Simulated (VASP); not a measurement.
Runs of VASP 6.6.1 on Sc3NbO2. The structure is that of space group P6/mmm (No. 191), or close to it. The cells are those of the table. 

| spin | cell | k mesh | gap on the mesh (eV) | pressure (GPa) | largest force (eV/Å) |
| --- | --- | --- | --- | --- | --- |
| off | a = 5.466, b = 5.466, c = 7.716 Å, angles 90.0, 90.0, 120.0°, 6 atoms | 6 × 6 × 4 | none | 0.2 | 0.10 |
| collinear, zero start | a = 4.072, b = 4.072, c = 6.925 Å, angles 90.0, 90.0, 120.0°, 6 atoms | 6 × 6 × 4 | none | 74.2 | 22.10 |
| off | a = 5.483, b = 5.483, c = 7.717 Å, angles 90.0, 90.0, 120.0°, 6 atoms | 12 × 12 × 6 | none | 0.1 | (a) |
| off | a = 4.072, b = 4.072, c = 6.925 Å, angles 90.0, 90.0, 120.0°, 6 atoms | 6 × 6 × 4 | none | 74.2 | 22.10 |

Alike in all rows: task single point; level PBE; potentials or basis VASP PAW PBE potentials, release 64 (Sc_sv, Nb_sv, O); cutoff (eV) 520; smearing gaussian 0.1 eV.

Problem. Estimate the missing entries.

Solution. (a) 0.11.

Caveats: forces of over 1 eV/Å act on the atoms, so gaps and moduli don't describe the material at rest (some runs).

A k mesh can miss the band edges, and the runs leave out spin-orbit coupling on Nb.

A gap of «none» marks levels without a gap at the run's occupations.
